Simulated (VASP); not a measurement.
# Sb16PS23 (a cell with a defect) (Stibnite): electric field gradients with PBE

Crystal: Sb16PS23 (a cell with a defect) (Stibnite).

```
CELL_PARAMETERS angstrom
11.31100 0.00000 0.00000
0.00000 7.67780 0.00000
0.00000 0.00000 11.22300
ATOMIC_POSITIONS crystal
Sb 0.47061 0.12500 0.32595
Sb 0.47061 0.62500 0.32595
Sb 0.02939 0.37500 0.82595
Sb 0.02939 0.87500 0.82595
Sb 0.97061 0.12500 0.17405
Sb 0.97061 0.62500 0.17405
Sb 0.52939 0.37500 0.67405
Sb 0.52939 0.87500 0.67405
Sb 0.35059 0.37500 0.03602
Sb 0.35059 0.87500 0.03602
Sb 0.14941 0.12500 0.53602
Sb 0.14941 0.62500 0.53602
Sb 0.85059 0.37500 0.46398
Sb 0.85059 0.87500 0.46398
Sb 0.64941 0.12500 0.96398
Sb 0.64941 0.62500 0.96398
S 0.29214 0.12500 0.19181
S 0.29214 0.62500 0.19181
S 0.20786 0.37500 0.69181
S 0.20786 0.87500 0.69181
S 0.79214 0.12500 0.30819
S 0.79214 0.62500 0.30819
S 0.70786 0.37500 0.80819
S 0.70786 0.87500 0.80819
S 0.54980 0.87500 0.12300
S 0.95020 0.12500 0.62300
S 0.95020 0.62500 0.62300
S 0.04980 0.37500 0.37700
S 0.04980 0.87500 0.37700
S 0.45020 0.12500 0.87700
S 0.45020 0.62500 0.87700
S 0.37510 0.37500 0.43890
S 0.37510 0.87500 0.43890
S 0.12490 0.12500 0.93890
S 0.12490 0.62500 0.93890
S 0.87510 0.37500 0.06110
S 0.87510 0.87500 0.06110
S 0.62490 0.12500 0.56110
S 0.62490 0.62500 0.56110
P 0.54980 0.37500 0.12300
```

```yaml
Program: VASP 6.6.1
Task: electric field gradients
Functional: PBE
Potentials_or_basis: VASP PAW PBE potentials, release 64 (Sb, S, P)
Cutoff: 520 eV
k_mesh: 2 × 3 × 2
Occupations: fermi-dirac, width 0.01 eV
Spin: no spin polarisation
Dipole_correction: no
Charge: -1
Further_INCAR_settings: LREAL = Auto; ALGO = Normal; EDIFF = 1e-08; NBANDS = 138; NELECT = 224.0
```

* Largest force: 1.037 eV/Å

Forces in eV/Å, atoms in the order of the input:
```
Sb   0.545  0.383 -0.493
Sb   0.545 -0.383 -0.493
Sb  -0.313  0.000 -0.023
Sb  -0.406  0.000 -0.018
Sb   0.355  0.000  0.033
Sb   0.355  0.000  0.033
Sb  -0.217  0.000  0.125
Sb  -0.174  0.000  0.364
Sb  -0.183  0.000 -0.190
Sb  -0.093  0.000 -0.095
Sb   0.273 -0.032 -0.242
Sb   0.273  0.032 -0.242
Sb  -0.237  0.000  0.234
Sb  -0.228  0.000  0.220
Sb  -0.040  0.598  0.845
Sb  -0.040 -0.598  0.845
S   -0.336 -0.128 -0.035
S   -0.336  0.128 -0.035
S    0.192  0.000 -0.051
S    0.185  0.000 -0.066
S   -0.194 -0.012  0.064
S   -0.194  0.012  0.064
S    0.182  0.000 -0.055
S    0.045  0.000 -0.550
S    0.232  0.000  0.121
S   -0.301  0.014  0.156
S   -0.301 -0.014  0.156
S    0.274  0.000 -0.167
S    0.273  0.000 -0.148
S   -0.276 -0.115 -0.363
S   -0.276  0.115 -0.363
S   -0.193  0.000  0.239
S   -0.447  0.000  0.453
S    0.099 -0.073  0.120
S    0.099  0.073  0.120
S   -0.111  0.000 -0.172
S   -0.137  0.000 -0.125
S    0.187  0.137 -0.273
S    0.187 -0.137 -0.273
P    0.733  0.000  0.279
```

Levels at points of the mesh, in eV from the Fermi level:
```
           k point  band 110  band 111  band 112  band 113  band 114  band 115
(0.00, 0.00, 0.00)     -0.55     -0.35     -0.23      0.78      0.92      0.98
(0.50, 0.00, 0.00)     -0.62     -0.35     -0.33      0.88      0.93      1.13
(0.00, 0.00, 0.50)     -0.48     -0.41     -0.38      0.61      0.76      1.21
(0.50, 0.00, 0.50)     -0.67     -0.52     -0.44      0.65      0.80      1.37
```

Electric field gradients, principal values (V/Å²):
```csv
atom,least,middle,greatest (by size)
1 Sb,19.932,107.515,-127.446
2 Sb,19.932,107.515,-127.446
3 Sb,43.273,106.732,-150.005
4 Sb,39.905,110.494,-150.399
5 Sb,40.994,108.220,-149.214
6 Sb,40.994,108.220,-149.214
7 Sb,47.557,104.707,-152.264
8 Sb,49.869,106.556,-156.425
9 Sb,242.021,246.253,-488.273
10 Sb,93.898,99.605,-193.503
11 Sb,93.854,101.052,-194.906
12 Sb,93.854,101.052,-194.906
13 Sb,92.883,99.661,-192.544
14 Sb,92.512,100.283,-192.795
15 Sb,-21.585,-137.417,159.002
16 Sb,-21.585,-137.417,159.002
17 S,-5.519,-46.598,52.117
18 S,-5.519,-46.598,52.117
19 S,-4.367,-43.308,47.675
20 S,-3.680,-43.013,46.693
21 S,-4.143,-43.023,47.166
22 S,-4.143,-43.023,47.166
23 S,-9.456,-42.822,52.277
24 S,-19.534,-39.809,59.343
25 S,-6.246,-63.927,70.172
26 S,-6.108,-57.052,63.161
27 S,-6.108,-57.052,63.161
28 S,-6.628,-57.888,64.516
29 S,-6.811,-58.036,64.847
30 S,-5.225,-59.876,65.101
31 S,-5.225,-59.876,65.101
32 S,35.709,89.093,-124.802
33 S,32.804,82.703,-115.507
34 S,37.362,93.507,-130.869
35 S,37.362,93.507,-130.869
36 S,37.783,93.479,-131.262
37 S,37.952,93.288,-131.240
38 S,38.137,89.581,-127.718
39 S,38.137,89.581,-127.718
40 P,3.718,29.040,-32.758
```

Run time: 45 min on 1 thread of Intel Xeon 6975P-C, on a shared host, peak memory 1.2 GiB.

Caveat: the cell carries a net charge on a neutralising background, which shifts energy and pressure; the cell is charged against a uniform background, so pressure and absolute levels hang on convention; without QUAD_EFG the Cq values of the log hold for a quadrupole moment of 1 mb, not for the nuclei; spin-orbit coupling is left out, which moves the levels of the heavy elements.
